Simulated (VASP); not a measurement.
Write the native input for VASP 6.6.1 that does the following.

```yaml
Task: single point
Functional: PBE
Potentials_or_basis: VASP PAW PBE potentials, release 64 (W_sv, Br, F)
Cutoff: 520 eV
k_mesh: 6 × 6 × 2
Occupations: gaussian, width 0.1 eV
Spin: collinear spin
Starting_moments: "[1.2, 0.09, 0.09, 0.01, 0.01] μB"
Dipole_correction: no
Further_INCAR_settings: ALGO = Normal; EDIFF = 1e-07; NBANDS = 33
```

The structure of WBr2F2 lies in POSCAR:

```
WBr2F2
1.0
    3.7088309159      0.0000000000      0.0000000000
   -1.8544154579      3.2119417915      0.0000000000
    0.0000000000      0.0000000000      8.2478558751
W Br F
1 2 2
Direct
    0.0000000000      0.0000000000      0.5000000000
    0.3333333333      0.6666666667      0.7881327011
    0.6666666667      0.3333333333      0.2118672989
    0.3333333333      0.6666666667      0.4433669928
    0.6666666667      0.3333333333      0.5566330072
```

The cell was generated, and may not be a known phase.

One way to write it, as run:

INCAR

```
SYSTEM = WBr2F2
PREC = Accurate
ENCUT = 520
EDIFF = 1E-7
ISMEAR = 0
SIGMA = 0.1
LREAL = .False.
LASPH = .True.
NELM = 150
ALGO = Normal
ISIF = 2
LWAVE = .False.
LCHARG = .False.
ISPIN = 2
MAGMOM = 1.2 0.09 0.09 0.01 0.01
LORBIT = 11
LMAXMIX = 4
GGA = PE
NBANDS = 33
```

KPOINTS

```
Automatic mesh
0
Gamma
  6 6 2
  0 0 0
```

Potentials or basis: VASP PAW PBE potentials, release 64 (W_sv, Br, F).

The run is started by

```console
$ cat potpaw_PBE.64/W_sv/POTCAR potpaw_PBE.64/Br/POTCAR potpaw_PBE.64/F/POTCAR > POTCAR
$ mpirun -np 1 vasp_std > vasp.out
```

Results of the run:

| Item | Value |
| --- | --- |
| Pressure | 0.3 GPa |
| Largest force | 0.032 eV/Å |
| Band gap on the k mesh | zero (filled and empty bands overlap) |
| Net moment | 2.00 μB per cell |
| Site moments | W +1.58; Br +0.07; F -0.01 μB |
| Valence electrons inside the program's atomic spheres | W 11.39; Br 4.79; F 6.10 |

Caveat: the k points lie up to 0.38 Å⁻¹ apart; spin-orbit coupling is left out, which moves the levels of the heavy elements; this functional lacks dispersion, which binds layers or chains, so the pressure and a relaxed spacing across them are unreliable.

It took 55 s on 1 thread of Intel(R) Xeon(R) 6975P-C (Granite Rapids), on a shared host, peak memory 0.29 GiB.
